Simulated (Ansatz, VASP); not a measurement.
One calculation of Ru, two programs

Contents of POSCAR:

```
Ru
1.0
    2.7024647917      0.0000000000      0.0000000000
   -1.3512323959      2.3404031625      0.0000000000
    0.0000000000      0.0000000000      4.2658390119
Ru
2
Direct
    0.3333333333      0.6666666667      0.2500000000
    0.6666666667      0.3333333333      0.7500000000
```

File INCAR.step1:

```
PREC = Accurate
ENCUT = 520
ISMEAR = 0
SIGMA = 0.1
LREAL = F
LASPH = T
NELM = 80
NBANDS = 21
GGA = PE
ALGO = Normal
EDIFF = 1E-4
LWAVE = T
LCHARG = F
```

INCAR.step2

```
PREC = Accurate
ENCUT = 520
EDIFF = 1E-7
ISMEAR = 0
SIGMA = 0.1
LREAL = F
LASPH = T
NELM = 80
ALGO = Normal
ISIF = 2
LWAVE = F
LCHARG = F
METAGGA = R2SCAN
LMIXTAU = T
NBANDS = 21
ISTART = 1
```

KPOINTS

```
regular mesh
0
Gamma
  24 24 12
```

Input for Ansatz:

```yaml
crystal:
  lattice:
    - [2.7024647927, 0.0, 0.0]
    - [-1.3512323964, 2.3404031633, 0.0]
    - [0.0, 0.0, 4.2658390146]
  atoms:
    - { symbol: Ru, position: [0.3333333333, 0.6666666667, 0.25] }
    - { symbol: Ru, position: [0.6666666667, 0.3333333333, 0.75] }
basis:
  ecutwfc: 500
kpoints:
  mp_grid: { grid: [24, 24, 12] }
hamiltonian:
  xc: r2scan
scf:
  occupations: { method: gaussian, width: 0.1 }
output:
  forces: true
  stress: true
  eigenvalues: true
```

Alike in both runs: task single point; functional r2SCAN; k mesh 24 × 24 × 12; occupations gaussian, width 0.1 eV; no spin polarisation.

|  | VASP | Ansatz |
| --- | --- | --- |
| version | VASP 6.6.1 | Ansatz 0.2.0 |
| potentials or method | VASP PAW PBE potentials, release 64 (Ru_pv), cutoff 520 eV | scalar-relativistic, plane waves, PAW |
| valence electrons in the cell | 28 | 32 |

|  | VASP | Ansatz | Ansatz less VASP |
| --- | --- | --- | --- |
| gap on the k mesh at the Fermi level (eV) | none | none | - |
| pressure (GPa) | 1.6 | 0.0 | -1.54 |
| traceless stress, the component that is largest in VASP (GPa) | -0.52 | -0.63 | -0.110 |

VASP's potentials were made for PBE, not for r2SCAN. A gap of «none» marks a metal or a gap that the smearing closes. The functional is the same, so the differences come from potentials, cutoffs and numerics. VASP's potentials hold 28 valence electrons a cell and Ansatz's 32, so a difference there can come from the potentials and not from the codes.
